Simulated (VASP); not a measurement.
Here is a VASP 6.6.1 calculation.

The input INCAR:

```
PREC     = Accurate       # precision mode
ENCUT    = 520            # plane-wave cutoff, eV
EDIFF    = 1E-7           # SCF threshold, eV
ISMEAR   = -1             # smearing method
SIGMA    = 0.02           # smearing width, eV
LREAL    = Auto         
LASPH    = T              # aspherical terms in the spheres
NELM     = 80             # most SCF steps
ALGO     = Normal         # electronic algorithm
ISIF     = 2              # what is computed and relaxed
LWAVE    = F              # write WAVECAR
LCHARG   = F              # write CHGCAR
GGA      = PE             # functional
IVDW     = 12             # dispersion correction
NBANDS   = 59             # bands
```

File KPOINTS:

```
regular mesh
0
Gamma
  1 1 1
```

The input POSCAR:

```
MgH16Cl2O8
1.0
    6.9561890000      0.0000000000      0.0000000000
    0.0000000000      6.9561890000      0.0000000000
    0.0000000000      0.0000000000      6.9561890000
O H Mg Cl
8 16 1 2
Direct
    0.8158777745     -0.0034214137      0.5114150866
    0.2796214996      1.0303630336      0.7311905988
    1.0836824589      0.2902020057      0.8956053379
    0.9401987209      0.7791766440      0.8365068862
    0.7284879695      0.4454450562      0.9138480855
    0.3972433756      0.5620175070      0.7175193198
    0.2534721239      0.7126315861      0.3217278886
    1.0237358416      0.9709483167      0.1658235565
    0.8347386766     -0.0687301624      0.3879854328
    0.6891992153      0.0550301322      0.5031346906
    0.2765163511      0.8871236822      0.7369840009
    0.3117942885      1.0535366420      0.5873762199
    0.9504485861      0.3287288485      0.8511269605
    1.1435715735      0.1772378525      0.8156765148
    0.8616930909      0.6654793307      0.8609311794
    0.8727479946      0.8417108851      0.7262884893
    0.7157798616      0.4203738570      1.0540110397
    0.5957572458      0.4516841046      0.8663508136
    0.4228464753      0.5095606229      0.5822440995
    0.2676609276      0.5397208155      0.7409085636
    0.1479545769      0.6193908762      0.3205059552
    0.3702889614      0.6470065721      0.2722180205
    1.1342561279      0.8890931514      0.2132920770
    0.9992252942      0.9088597219      0.0356085782
    0.0942470080      0.2430209990      0.1771372227
    0.3903574213      0.2451198494      0.3621091951
    0.8871811850      0.4551486453      0.3193990273
```

Potentials or basis: VASP PAW PBE potentials, release 64 (O, H, Mg, Cl).

Launch:

```bash
$ cat potpaw_PBE.64/O/POTCAR potpaw_PBE.64/H/POTCAR potpaw_PBE.64/Mg/POTCAR potpaw_PBE.64/Cl/POTCAR > POTCAR
$ mpirun -np 1 vasp_gam > vasp.out
```

Task: Predict the dispersion energy per atom.

Result: -0.046 eV.

Task: What does it give for the pressure?

Result: -0.8 GPa.

Task: What does it give for the largest force?

Result: 3.606 eV/Å.

Forces in eV/Å, atoms in the order of the input:
```
O   -0.085 -0.356  0.256
O    0.661 -1.062 -1.988
O   -0.387 -0.132 -0.475
O   -0.026  0.541 -0.455
O   -0.216 -0.286  0.634
O    3.097  0.023 -1.848
O    1.053  0.250 -0.452
O    0.657 -0.739 -0.615
H    0.089  0.184  0.074
H   -0.092  0.122 -0.057
H   -0.176  0.830  0.196
H   -0.414  0.180  1.801
H    0.790 -0.356  0.248
H   -0.360  0.592  0.235
H   -0.279 -0.505  0.383
H    0.478  0.185  0.202
H    0.312  0.251 -0.455
H   -0.233  0.208 -0.527
H   -0.543  0.520  1.734
H   -2.578 -0.701  0.428
H   -0.264 -0.388  0.098
H   -0.891  0.351  0.285
H   -0.245 -0.104  0.310
H   -0.506  0.101  0.077
Mg   0.314  0.005  0.159
Cl  -0.181 -0.016 -0.437
Cl   0.025  0.301  0.190
```

Caveat: the k points lie up to 0.90 Å⁻¹ apart; the atoms stand as in a frame of molecular dynamics.
